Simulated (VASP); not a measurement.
# Si4IrPd (P6/mmm) in VASP: further runs

Si4IrPd is run at these levels: PBE; tasks: relaxation of cell and atoms.

Program: VASP 6.6.1. These are calculated values, not measurements. Logs are shortened: lines on timing, memory, paths and dates and some standing lists are left out, and cuts for length are marked.

## (1) The cell of the first run

It takes space group P6/mmm (No. 191, hexagonal). The conventional cell has a = 4.307 Å, b = 4.307 Å, c = 5.969 Å, α = 90.00°, β = 90.00°, γ = 120.00°. Within 2.9 Å of Si (site symmetry 3m) lie 4 Si at 2.22 to 2.49 Å and 3 Pd at 2.72 Å. Pd (site symmetry 6/mmm) has 12 Si at 2.72 Å and 2 Ir at 2.98 Å within 3.6 Å. Ir (site symmetry 6/mmm) has 2 Pd at 2.98 Å and 12 Si at 3.11 Å within 3.9 Å.

The cell was built from a structure type or drawn by symmetry, and may not be a known phase.

## (2) Relaxation of cell and atoms, PBE

INCAR

```
SYSTEM = Si4IrPd
  PREC = Accurate
  ENCUT = 500
  EDIFF = 1E-7
  ISMEAR = 0
  SIGMA = 0.2
  LREAL = .False.
  LASPH = .True.
  NELM = 120
  ALGO = Normal
  ISIF = 3
  LWAVE = .False.
  LCHARG = .False.
  GGA = PE
  IBRION = 2
  NSW = 36
  EDIFFG = -0.08
  GGA_COMPAT = .False.
  NELMIN = 4
```

KPOINTS

```
Automatic mesh
0
Gamma
  4 4 3
  0 0 0
```

POSCAR

```
Si4IrPd
1.0
    4.3067652100      0.0000000000      0.0000000000
   -2.1533826100      3.7297680800      0.0000000000
    0.0000000000      0.0000000000      5.9689625800
Si Pd Ir
4 1 1
Direct
    0.3333333300      0.6666666700      0.6859821700
    0.3333333300      0.6666666700      0.3140178300
    0.6666666700      0.3333333300      0.3140178300
    0.6666666700      0.3333333300      0.6859821700
    0.0000000000      0.0000000000      0.5000000000
    0.0000000000      0.0000000000      0.0000000000
```

Potentials or basis: VASP PAW PBE potentials, release 64 (Si, Pd, Ir).

On the command line:

```sh
$ cat potpaw_PBE.64/Si/POTCAR potpaw_PBE.64/Pd/POTCAR potpaw_PBE.64/Ir/POTCAR > POTCAR
$ mpirun -np 1 vasp_std > vasp.out
```

OUTCAR:

```text
SYSTEM = Si4IrPd
   PREC = Accurate
   ENCUT = 500
   EDIFF = 1E-7
   ISMEAR = 0
   LREAL = .False.
   LASPH = .True.
   NELM = 120
   ISIF = 3
   GGA = PE
   IBRION = 2
   NSW = 36
   EDIFFG = -0.08
   NELMIN = 4

 ion  position               nearest neighbor table
   1  0.333  0.667  0.686-   2 2.22   4 2.49   4 2.49   4 2.49   5 2.72   5 2.72   5 2.72   6 3.11
                             6 3.11   6 3.11
   2  0.333  0.667  0.314-   1 2.22   3 2.49   3 2.49   3 2.49   5 2.72   5 2.72   5 2.72   6 3.11
                             6 3.11   6 3.11
   3  0.667  0.333  0.314-   4 2.22   2 2.49   2 2.49   2 2.49   5 2.72   5 2.72   5 2.72   6 3.11
                             6 3.11   6 3.11
   4  0.667  0.333  0.686-   3 2.22   1 2.49   1 2.49   1 2.49   5 2.72   5 2.72   5 2.72   6 3.11
                             6 3.11   6 3.11
   5  0.000  0.000  0.500-   1 2.72   2 2.72   3 2.72   4 2.72   3 2.72   4 2.72   1 2.72   2 2.72
                             3 2.72   4 2.72   1 2.72   2 2.72   6 2.98   6 2.98
   6  0.000  0.000  0.000-   5 2.98   5 2.98   3 3.11   4 3.11   1 3.11   2 3.11   3 3.11   4 3.11
                             1 3.11   2 3.11   3 3.11   4 3.11   1 3.11   2 3.11

  LATTYP: Found a hexagonal cell.
 ALAT       =     4.3067652100
 C/A-ratio  =     1.3859503105

  Lattice vectors:

 A1 = (   4.3067652100,   0.0000000000,   0.0000000000)
 A2 = (  -2.1533826100,   3.7297680800,   0.0000000000)
 A3 = (   0.0000000000,   0.0000000000,   5.9689625800)

Analysis of symmetry for initial positions (statically):
=====================================================================
 Subroutine PRICEL returns:
 Original cell was already a primitive cell.

 Routine SETGRP: Setting up the symmetry group for a
 hexagonal supercell.

 Subroutine GETGRP returns: Found 24 space group operations
 (whereof 24 operations were pure point group operations)
 out of a pool of 24 trial point group operations.

The static configuration has the point symmetry D_6h.

Analysis of symmetry for dynamics (positions and initial velocities):
=====================================================================
 Subroutine PRICEL returns:
 Original cell was already a primitive cell.

 Routine SETGRP: Setting up the symmetry group for a
 hexagonal supercell.

 Subroutine GETGRP returns: Found 24 space group operations
 (whereof 24 operations were pure point group operations)
 out of a pool of 24 trial point group operations.

The dynamic configuration has the point symmetry D_6h.

 Subroutine INISYM returns: Found 24 space group operations
 (whereof 24 operations are pure point group operations),
 and found     1 'primitive' translations

----------------------------------------------------------------------------------------

[... 104 lines left out ...]
  volume/ion in A,a.u.               =      15.98       107.84
  Fermi-wavevector in a.u.,A,eV,Ry     =   1.170003  2.210985 18.625103  1.368906
  Thomas-Fermi vector in A             =   2.306467
   LORBIT       =      0    0 simple, 1 ext, 2 COOP (PROOUT), +10 PAW based schemes
   GGA     = PE    functional components
   LHFCALC =     F    Hartree Fock is set to
   AEXX    =    0.0000 exact exchange contribution
   IVDW    =     0    specifies the selected vdW correction
   LEPSILON=     F    determine dielectric tensor
   LRPA    =     F    only Hartree local field effects (RPA)
 conjugate gradient relaxation of ions
 non-spin polarized calculation
 Gauss-broadening in eV      SIGMA  =   0.20
  energy-cutoff  :      500.00
  volume of cell :       95.88
 maximum number of plane-waves:      2451
 NGX is ok and might be reduce to    32
   NGX = 15   NGY = 15   NGZ = 21

--------------------------------------- Ionic step        1  -------------------------------------------

 number of electron      35.0000005 magnetization

 Free energy of the ion-electron system (eV)
  ---------------------------------------------------
  ext. energy  EPLUGINS =         0.00000000
  ---------------------------------------------------
  free energy    TOTEN  =       -31.61487904 eV

  energy without entropy =      -31.51795195  energy(sigma->0) =      -31.56641550

------------------------ aborting loop because EDIFF is reached ----------------------------------------

  FORCE on cell =-STRESS in cart. coord.  units (eV):
  Direction    XX          YY          ZZ          XY          YZ          ZX
  --------------------------------------------------------------------------------------
  -------------------------------------------------------------------------------------
  Total       -0.4005869     -0.4005869      1.5337839      0.0000000      0.0000000      0.0000000
  in kB       -6.6938421     -6.6938421     25.6296614      0.0000000      0.0000000      0.0000000
  external PRESSURE =       4.0806591 kB  Pullay stress =       0.0000000 kB
[... 101 lines left out ...]
  FREE ENERGIE OF THE ION-ELECTRON SYSTEM (eV)
  ---------------------------------------------------
  free  energy   TOTEN  =       -33.2482789127 eV

  energy  without entropy=      -33.1177727111  energy(sigma->0) =      -33.18302581

 E-fermi :  10.8752     XC(G=0): -12.1364

 val. band max:       10.8469345059   @ k =   0.5000  -0.0000   0.3333
 cond. band min:      10.9666578200   @ k =   0.0000   0.0000   0.3333
 fundamental gap:      0.1197233141
 Fermi energy:        10.8751546720

 k-point     1 :       0.0000    0.0000    0.0000
  band No.  band energies     occupation
      1      -3.5950      2.00000
      2       0.6249      2.00000
      3       2.8927      2.00000
      4       4.1011      2.00000
      5       4.1011      2.00000
      6       5.8368      2.00000
[... 181 lines left out ...]
     20      12.9198      0.00000
     21      12.9702      0.00000

[... ionic steps 4 to 9 ...]

--------------------------------------- Ionic step       10  -------------------------------------------

 number of electron      35.0000005 magnetization

------------------------ aborting loop because EDIFF is reached ----------------------------------------
[... 75 lines left out ...]
--------------------------------------- Ionic step       12  -------------------------------------------

 number of electron      35.0000007 magnetization

 Free energy of the ion-electron system (eV)
  ---------------------------------------------------
  ext. energy  EPLUGINS =         0.00000000
  ---------------------------------------------------
  free energy    TOTEN  =       -34.20863328 eV

  energy without entropy =      -34.12124465  energy(sigma->0) =      -34.16493897

 E-fermi :   9.9203     XC(G=0): -11.8775

 val. band max:        9.8986678899   @ k =   0.5000  -0.0000   0.3333
 cond. band min:       9.9309215490   @ k =   0.5000  -0.0000   0.0000
 fundamental gap:      0.0322536591
 Fermi energy:         9.9202841678

 k-point     1 :       0.0000    0.0000    0.0000
  band No.  band energies     occupation
      1      -3.4309      2.00000
      2       0.5084      2.00000
      3       2.4597      2.00000
      4       4.0428      2.00000
      5       4.0428      2.00000
      6       5.2285      2.00000
[... 214 lines left out ...]
  FREE ENERGIE OF THE ION-ELECTRON SYSTEM (eV)
  ---------------------------------------------------
  free  energy   TOTEN  =       -34.2086332823 eV

  energy  without entropy=      -34.1212446502  energy(sigma->0) =      -34.16493897

 reached required accuracy - stopping structural energy minimisation
```

Wall time 6.9 min (1 thread of Intel Xeon 8259CL, shared host); peak memory 0.24 GiB.

Results:

```
Free energy                           : -34.2086 eV
Relaxed volume                        : 14.69 Å³/atom
Relaxed cell                          : a = 4.278 Å, b = 4.278 Å, c = 5.562 Å, α = 90.00°, β = 90.00°, γ = 120.00°
Space group after relaxing (to 0.1 Å) : P6/mmm (No. 191)
Energy gained by relaxing             : 432.3 meV/atom
Ionic steps                           : 12
Pressure after relaxing               : -0.6 GPa
Largest force after relaxing          : 0.042 eV/Å
Band gap on the k mesh                : zero (an odd number of electrons rules out a gap without spin polarisation)
```

Forces on the atoms (eV/Å):
```
Si   0.000  0.000 -0.042
Si   0.000  0.000  0.042
Si   0.000  0.000  0.042
Si   0.000  0.000 -0.042
Pd   0.000  0.000  0.000
Ir   0.000  0.000  0.000
```

Stress tensor (GPa, compression positive):
```
-0.65  0.00  0.00
 0.00 -0.65  0.00
 0.00  0.00 -0.56
```

Step by step:
```
step  energy change (eV)  largest force (eV/Å)  pressure (GPa)  volume (Å³)
   1              0.0000                3.8218            0.41        95.88
   2             -1.4703                0.9873           -8.36        96.44
   3             -1.6334                0.7590           -9.20        96.60
   4             -1.8744                0.5704           -9.78        96.92
   5             -2.1463                0.1496           -7.95        97.55
   6             -1.9502                1.2783           17.11        82.45
   7             -2.3756                0.2340            0.49        90.46
   8             -2.4968                0.5238            0.57        89.23
   9             -2.4983                0.5772            0.70        89.08
  10             -2.5544                0.2646           -1.72        89.79
  11             -2.5624                0.1151           -3.05        90.24
  12             -2.5938                0.0420           -0.62        88.17
```

Final structure:
```
CELL_PARAMETERS angstrom
4.27842 0.00000 0.00000
-2.13921 3.70522 0.00000
0.00000 0.00000 5.56164
ATOMIC_POSITIONS crystal
Si 0.33333 0.66667 0.76690
Si 0.33333 0.66667 0.23310
Si 0.66667 0.33333 0.23310
Si 0.66667 0.33333 0.76690
Pd 0.00000 0.00000 0.50000
Ir 0.00000 0.00000 0.00000
```

Caveat: the k points lie up to 0.42 Å⁻¹ apart in the final cell, too coarse for converged energies and pressures of a metal; spin-orbit coupling is left out, which moves the levels of the heavy elements; the relaxation stopped at a loose force limit of 0.08 eV/Å, so its end isn't a converged minimum.

[end of part 1 of 2]
